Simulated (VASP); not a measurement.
# BN (P4_2/mnm) in VASP: further runs, part 2 of 2

VASP 6.6.1.

## (3) Single point, PBE

This run uses another cell than the first one, of the same volume but with other edges.

The input, INCAR:

```
  ALGO = Normal
  EDIFF = 1E-6
  ENCUT = 520
  GGA = PE
  ISIF = 2
  ISMEAR = 0
  LASPH = True
  LCHARG = False
  LREAL = False
  LWAVE = False
  NBANDS = 26
  NELM = 80
  PREC = Accurate
  SIGMA = 0.05
```

The input, KPOINTS:

```
k-points
0
Gamma
  6 6 10
```

The input, POSCAR:

```
BN
1.0
    4.3895000000      0.0000000000      0.0000000000
    0.0000000000      4.3895000000      0.0000000000
    0.0000000000      0.0000000000      2.4727000000
B N
4 4
Direct
    0.1742811368      0.8257188632      0.5000000000
    0.3257188632      0.3257188632      0.0000000000
    0.6742811368      0.6742811368      0.0000000000
    0.8257188632      0.1742811368      0.5000000000
    0.8126115048      0.8126115048      0.5000000000
    0.3126115048      0.6873884952      0.0000000000
    0.6873884952      0.3126115048      0.0000000000
    0.1873884952      0.1873884952      0.5000000000
```

Potentials or basis: VASP PAW PBE potentials, release 64 (B, N).

Launch:

```console
$ cat potpaw_PBE.64/B/POTCAR potpaw_PBE.64/N/POTCAR > POTCAR
$ mpirun -np 1 vasp_std > vasp.out
```

Wall time 25 s (1 thread of Intel Xeon 6975P-C (Granite Rapids), shared host); peak memory 0.19 GiB.

Results (log left out):

```yaml
Free_energy: -68.8036 eV
Pressure: 18.9 GPa
Largest_force: 0.170 eV/Å
Band_gap_on_the_k_mesh: 4.81 eV (least direct gap 5.98 eV)
```

Forces in eV/Å, atoms in the order of the input:
```
B   -0.101  0.101  0.000
B    0.101  0.101  0.000
B   -0.101 -0.101  0.000
B    0.101 -0.101  0.000
N    0.120  0.120  0.000
N    0.120 -0.120  0.000
N   -0.120  0.120  0.000
N   -0.120 -0.120  0.000
```

Stress tensor (GPa, compression positive):
```
10.89  0.00  0.00
 0.00 10.89  0.00
 0.00  0.00 34.91
```

Levels at points of the mesh, in eV from the valence-band top:
```
           k point  band 12  band 13  band 14  band 15  band 16  band 17  band 18  band 19  band 20  band 21
(0.00, 0.00, 0.00)    -2.12    -0.26    -0.10     0.00     0.00     8.03     8.14     8.41     8.41     8.85
(0.50, 0.00, 0.00)    -3.54    -1.26    -1.26    -1.26    -1.26     8.34     8.34     8.83     8.83     9.33
(0.50, 0.50, 0.00)    -2.88    -2.86    -2.86    -2.28    -2.28     7.67     7.67     9.07     9.07     9.71
(0.00, 0.00, 0.50)    -4.96    -4.33    -4.33    -3.40    -3.40     6.61     6.61    10.43    10.43    11.69
(0.50, 0.00, 0.50)    -4.64    -3.61    -3.61    -2.32    -2.32     7.02     7.02     9.00     9.00     9.46
(0.50, 0.50, 0.50)    -3.66    -2.98    -2.98    -2.57    -2.57     6.42     6.42     7.22     7.22     8.47
```

Caveat: the cell stands under pressure. A k mesh can miss the band edges.

## (4) Single point, PBE

This run uses another cell than the first one, of 6.04 Å³/atom.

The input, INCAR:

```
PREC     = Accurate       # precision mode
ENCUT    = 520            # plane-wave cutoff, eV
EDIFF    = 1E-6           # SCF threshold, eV
ISMEAR   = 0              # smearing method
SIGMA    = 0.05           # smearing width, eV
LREAL    = False          # projectors in reciprocal space
LASPH    = True           # aspherical terms in the spheres
NELM     = 60             # most SCF steps
ALGO     = Normal         # electronic algorithm
ISIF     = 2              # what is computed and relaxed
LWAVE    = False          # write WAVECAR
LCHARG   = False          # write CHGCAR
GGA      = PE             # functional
NBANDS   = 26             # bands
```

The input, KPOINTS:

```
regular mesh
0
Gamma
  6 6 10
```

Changes to POSCAR since step 3:

```diff
@@ -2,5 +2,5 @@
 1.0
-    4.3895000000      0.0000000000      0.0000000000
-    0.0000000000      4.3895000000      0.0000000000
-    0.0000000000      0.0000000000      2.4727000000
+    4.4890000000      0.0000000000      0.0000000000
+    0.0000000000      4.4890000000      0.0000000000
+    0.0000000000      0.0000000000      2.3962000000
 B N
```

Launch:

```console
$ cat potpaw_PBE.64/B/POTCAR potpaw_PBE.64/N/POTCAR > POTCAR
$ mpirun -np 1 vasp_std > vasp.out
```

It took 26 s on 1 thread of Intel Xeon 6975P-C (Granite Rapids), shared host; peak memory 0.19 GiB.

It converged, with:

```
Free energy            : -68.3468 eV
Pressure               : 17.1 GPa
Largest force          : 0.700 eV/Å
Band gap on the k mesh : 4.69 eV (least direct gap 5.96 eV)
```

Forces in eV/Å, atoms in the order of the input:
```
B   -0.218  0.218  0.000
B    0.218  0.218  0.000
B   -0.218 -0.218  0.000
B    0.218 -0.218  0.000
N    0.495  0.495  0.000
N    0.495 -0.495  0.000
N   -0.495  0.495  0.000
N   -0.495 -0.495  0.000
```

Stress tensor (GPa, compression positive):
```
-7.72  0.00  0.00
 0.00 -7.72  0.00
 0.00  0.00 66.85
```

Levels at points of the mesh, in eV from the valence-band top:
```
           k point  band 14  band 15  band 16  band 17  band 18  band 19
(0.00, 0.00, 0.00)    -0.25    -0.03     0.00     7.43     7.43     8.28
(0.50, 0.00, 0.00)    -1.39    -0.89    -0.89     7.48     7.48     8.74
(0.50, 0.50, 0.00)    -2.27    -1.77    -1.77     7.24     7.24     9.68
(0.00, 0.00, 0.50)    -4.42    -3.29    -3.29     6.47     6.47     9.98
(0.50, 0.00, 0.50)    -3.42    -2.53    -2.53     6.78     6.78     8.69
(0.50, 0.50, 0.50)    -2.80    -2.64    -2.64     6.24     6.24     6.75
```

Caveat: the cell stands under pressure. A k mesh can miss the band edges.

## (5) Single point, PBE

This run uses another cell than the first one, of 6.02 Å³/atom.

The input, INCAR:

```
ALGO = Normal
EDIFF = 1E-7
ENCUT = 520
GGA = PE
ISIF = 2
ISMEAR = 0
LASPH = T
LCHARG = F
LREAL = F
LWAVE = F
NBANDS = 26
NELM = 100
PREC = Accurate
SIGMA = 0.05
```

The input, KPOINTS:

```
k-points
0
Gamma
  6 6 10
```

Changes to POSCAR since step 4:

```diff
@@ -2,5 +2,5 @@
 1.0
-    4.4890000000      0.0000000000      0.0000000000
-    0.0000000000      4.4890000000      0.0000000000
-    0.0000000000      0.0000000000      2.3962000000
+    4.5554000000      0.0000000000      0.0000000000
+    0.0000000000      4.5554000000      0.0000000000
+    0.0000000000      0.0000000000      2.3198000000
 B N
```

Launch:

```console
$ cat potpaw_PBE.64/B/POTCAR potpaw_PBE.64/N/POTCAR > POTCAR
$ mpirun -np 1 vasp_std > vasp.out
```

Wall time 28 s (1 thread of Intel Xeon 6975P-C (Granite Rapids), shared host); peak memory 0.19 GiB.

Results (log left out):

```
Free energy            : -67.3945 eV
Pressure               : 23.4 GPa
Largest force          : 1.107 eV/Å
Band gap on the k mesh : 4.27 eV (least direct gap 5.59 eV)
```

Forces on the atoms (eV/Å):
```
B   -0.336  0.336  0.000
B    0.336  0.336  0.000
B   -0.336 -0.336  0.000
B    0.336 -0.336  0.000
N    0.783  0.783  0.000
N    0.783 -0.783  0.000
N   -0.783  0.783  0.000
N   -0.783 -0.783  0.000
```

Stress tensor (GPa, compression positive):
```
-17.81   0.00   0.00
  0.00 -17.81   0.00
  0.00   0.00 105.92
```

Levels at points of the mesh, in eV from the valence-band top:
| k point | band 12 | band 13 | band 14 | band 15 | band 16 | band 17 | band 18 | band 19 | band 20 | band 21 |
| --- | --- | --- | --- | --- | --- | --- | --- | --- | --- | --- |
| (0.00, 0.00, 0.00) | -1.46 | -0.79 | -0.79 | -0.28 | 0.00 | 6.35 | 6.35 | 7.23 | 7.90 | 8.32 |
| (0.50, 0.00, 0.00) | -2.57 | -1.85 | -1.85 | -0.78 | -0.78 | 6.39 | 6.39 | 8.28 | 8.28 | 10.65 |
| (0.50, 0.50, 0.00) | -4.02 | -1.98 | -1.98 | -1.56 | -1.56 | 6.58 | 6.58 | 9.67 | 9.67 | 10.97 |
| (0.00, 0.00, 0.50) | -4.81 | -4.61 | -4.61 | -3.48 | -3.48 | 6.05 | 6.05 | 9.42 | 9.42 | 10.53 |
| (0.50, 0.00, 0.50) | -4.81 | -3.55 | -3.55 | -2.95 | -2.95 | 6.37 | 6.37 | 8.20 | 8.20 | 8.36 |
| (0.50, 0.50, 0.50) | -4.28 | -2.97 | -2.97 | -2.95 | -2.95 | 5.88 | 5.88 | 6.18 | 6.18 | 7.68 |

Caveat: the cell stands under pressure; forces of over 1 eV/Å act on the atoms, so gaps and moduli don't describe the material at rest. A k mesh can miss the band edges.

## (6) The runs side by side

```tsv
cell	gap on the mesh (eV)	pressure (GPa)	largest force (eV/Å)
a = 4.323, b = 4.323, c = 2.549 Å, 8 atoms	4.73	17.3	0.38
a = 4.389, b = 4.389, c = 2.473 Å, 8 atoms	4.81	18.9	0.17
a = 4.489, b = 4.489, c = 2.396 Å, 8 atoms	4.69	17.1	0.70
a = 4.555, b = 4.555, c = 2.320 Å, 8 atoms	4.27	23.4	1.11
```

Alike in all rows: task single point; level PBE; potentials or basis VASP PAW PBE potentials, release 64 (B, N); no spin polarisation; k mesh 6 × 6 × 10; cutoff (eV) 520; smearing gaussian 0.05 eV.

Caveats: the cell stands under pressure; forces of over 1 eV/Å act on the atoms, so gaps and moduli don't describe the material at rest (at least some runs).

Total energies depend on the potentials used, so only differences within one code and one set of settings carry meaning.
